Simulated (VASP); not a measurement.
**Ir: relaxation of cell and atoms with PBE**

The system is Ir.

```xyz
8
Lattice="4.9467 0.0000 0.0000 0.0000 4.9467 0.0000 0.0000 0.0000 4.9467" Properties=species:S:1:pos:R:3 pbc="T T T"
Ir    2.4734    2.4734    2.4734
Ir    0.0000    0.0000    0.0000
Ir    1.2367    0.0000    2.4734
Ir    2.4734    1.2367    0.0000
Ir    2.4734    3.7100    0.0000
Ir    3.7100    0.0000    2.4734
Ir    0.0000    2.4734    3.7100
Ir    0.0000    2.4734    1.2367
```

```json
{
  "Program": "VASP 6.6.1",
  "Task": "relaxation of cell and atoms",
  "Functional": "PBE",
  "Potentials or basis": "VASP PAW PBE potentials, release 64 (Ir)",
  "Cutoff": "600 eV",
  "k mesh": "8 × 8 × 8",
  "Occupations": "gaussian, width 0.1 eV",
  "Spin": "no spin polarisation",
  "Dipole correction": "no",
  "Further INCAR settings": "ALGO = Fast; EDIFF = 1e-07; IBRION = 2; EDIFFG = -0.01; NSW = 100; ISIF = 3"
}
```

- Pressure after relaxing: 0.1 GPa
- Band gap on the k mesh: zero (bands 36 and 37 overlap by 0.60 eV)

Final structure:
```
CELL_PARAMETERS angstrom
4.94671 0.00000 0.00000
0.00000 4.94671 0.00000
0.00000 0.00000 4.94671
ATOMIC_POSITIONS crystal
Ir 0.50000 0.50000 0.50000
Ir 0.00000 0.00000 0.00000
Ir 0.25000 0.00000 0.50000
Ir 0.50000 0.25000 0.00000
Ir 0.50000 0.75000 0.00000
Ir 0.75000 0.00000 0.50000
Ir 0.00000 0.50000 0.75000
Ir 0.00000 0.50000 0.25000
```

Levels at points of the mesh, in eV from the Fermi level:
```
           k point  band 34  band 35  band 36  band 37  band 38  band 39
(0.00, 0.00, 0.00)    -0.35    -0.35     0.33     0.33     0.33     0.87
(0.50, 0.00, 0.00)    -0.42    -0.20    -0.20    -0.16    -0.16     0.83
(0.50, 0.50, 0.00)    -0.67    -0.10    -0.10    -0.09     0.09     0.29
(0.50, 0.50, 0.50)    -0.25    -0.25    -0.25     0.08     0.08     0.08
```

Run time: 6.4 min on 1 thread of Oxide Virtual Turin-like Processor (shared host), peak memory 0.3 GiB.

Caveat: the relaxation stopped at its first step, so nothing moved; spin-orbit coupling is left out, which moves the levels of the heavy elements.
